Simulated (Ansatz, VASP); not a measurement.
## As in VASP and in Ansatz

```
CELL_PARAMETERS angstrom
4.54847 0.00000 0.00000
-2.27423 3.93909 0.00000
0.00000 0.00000 5.64311
ATOMIC_POSITIONS crystal
As 0.66667 0.33333 0.03153
As 0.33333 0.66667 0.53153
As 0.66667 0.33333 0.46847
As 0.33333 0.66667 0.96847
```

Alike in both runs: functional PBEsol; k mesh 12 × 12 × 8; occupations gaussian, width 0.1 eV; no spin polarisation.

Ansatz relaxed the structure, and its values are those at the end. VASP's run is a single point on that final structure, the one shown.

|  | VASP | Ansatz |
| --- | --- | --- |
| version | VASP 6.6.1 | Ansatz 0.2.0 |
| potentials or method | VASP PAW PBE potentials, release 64 (As), cutoff 520 eV | scalar-relativistic, plane waves, PAW |
| valence electrons in the cell | 20 | 60 |

```tsv
	VASP	Ansatz	Ansatz less VASP
gap on the k mesh at the Fermi level (eV)	none	none	-
pressure (GPa)	0.3	0.0	-0.27
rms of the force components (eV/Å)	0.022	0.001	-0.0208
```

VASP's potentials were made for PBE, not for PBEsol. A gap of «none» marks a metal or a gap that the smearing closes. VASP's potentials hold 20 valence electrons a cell and Ansatz's 60, so a difference there can come from the potentials and not from the codes.
